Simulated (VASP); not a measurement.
Write the native input for VASP 6.6.1 that does the following.

```
Task                   : relaxation of cell and atoms
Functional             : PBE
Potentials or basis    : VASP PAW PBE potentials, release 64 (Hg)
Cutoff                 : 600 eV
k mesh                 : 11 × 11 × 11
Occupations            : fermi-dirac, width 0.05 eV
Spin                   : no spin polarisation
Dipole correction      : no
Further INCAR settings : ALGO = Normal; EDIFF = 1e-06; IBRION = 2; EDIFFG = -0.005; NSW = 45; ISIF = 3
```

The structure of Hg lies in POSCAR:

```
Hg
1.0
    0.0000000000      3.8360864888      3.8360864888
    3.8360864888      0.0000000000      3.8360864888
    3.8360864888      3.8360864888      0.0000000000
Hg
2
Direct
   -0.1250000000     -0.1250000000     -0.1250000000
    0.1250000000      0.1250000000      0.1250000000
```

The input as run:

INCAR

```
SYSTEM = Hg
PREC = Accurate ; ENCUT = 600
EDIFF = 1E-6 ; ISMEAR = -1
SIGMA = 0.05 ; LREAL = .False.
LASPH = .True. ; NELM = 60
ALGO = Normal ; ISIF = 3
LWAVE = .False. ; LCHARG = .False.
GGA = PE ; IBRION = 2
NSW = 45 ; EDIFFG = -0.005
```

KPOINTS

```
regular mesh
0
Gamma
  11 11 11
  0 0 0
```

Potentials or basis: VASP PAW PBE potentials, release 64 (Hg).

The run is started by

```console
$ cat potpaw_PBE.64/Hg/POTCAR > POTCAR
$ mpirun -np 1 vasp_std > vasp.out
```

It gave:

```json
{
 "Relaxed volume": "56.67 Å³/atom",
 "Relaxed cell": "a = 5.432 Å, b = 5.432 Å, c = 5.432 Å, α = 60.00°, β = 60.00°, γ = 60.00°",
 "Space group after relaxing (to 0.1 Å)": "Fd-3m (No. 227)",
 "Energy gained by relaxing": "0.0 meV/atom",
 "Ionic steps": "3",
 "Pressure after relaxing": "0.0 GPa",
 "Band gap on the k mesh": "0.50 eV (least direct gap 2.93 eV)"
}
```

Caveat: spin-orbit coupling is left out, which moves the levels of the heavy elements; an odd mesh through Γ misses points on the zone boundary, where band edges can lie.

Wall time 5.5 min on 1 thread of Intel Xeon 8259CL, on a shared host, peak memory 0.38 GiB.
